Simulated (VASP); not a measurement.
Input of a VASP 6.6.1 run:

INCAR

```
SYSTEM = I
PREC = Accurate
ENCUT = 520
EDIFF = 1E-6
ISMEAR = -1
SIGMA = 0.1
LREAL = .False.
LASPH = .True.
NELM = 100
ALGO = Normal
ISIF = 2
LWAVE = .False.
LCHARG = .False.
GGA = PE
NBANDS = 14
```

KPOINTS

```
Automatic mesh
0
Gamma
  10 10 10
  0 0 0
```

POSCAR

```
I
1.0
    0.0000000000      3.3219879805      3.3219879805
    3.3219879805      0.0000000000      3.3219879805
    3.3219879805      3.3219879805      0.0000000000
I
2
Direct
   -0.1250000000     -0.1250000000     -0.1250000000
    0.1250000000      0.1250000000      0.1250000000
```

Potentials or basis: VASP PAW PBE potentials, release 64 (I).

The run is started by

```console
$ cat potpaw_PBE.64/I/POTCAR > POTCAR
$ mpirun -np 1 vasp_std > vasp.out
```

Question: Predict the band gap on the k mesh.

Answer: Zero (band 7 reaches 6.56 eV, above the bottom of band 8 at 3.49 eV).

Question: Predict the pressure.

Answer: 18.1 GPa.

Caveat: spin-orbit coupling is left out, which moves the levels of the heavy elements.
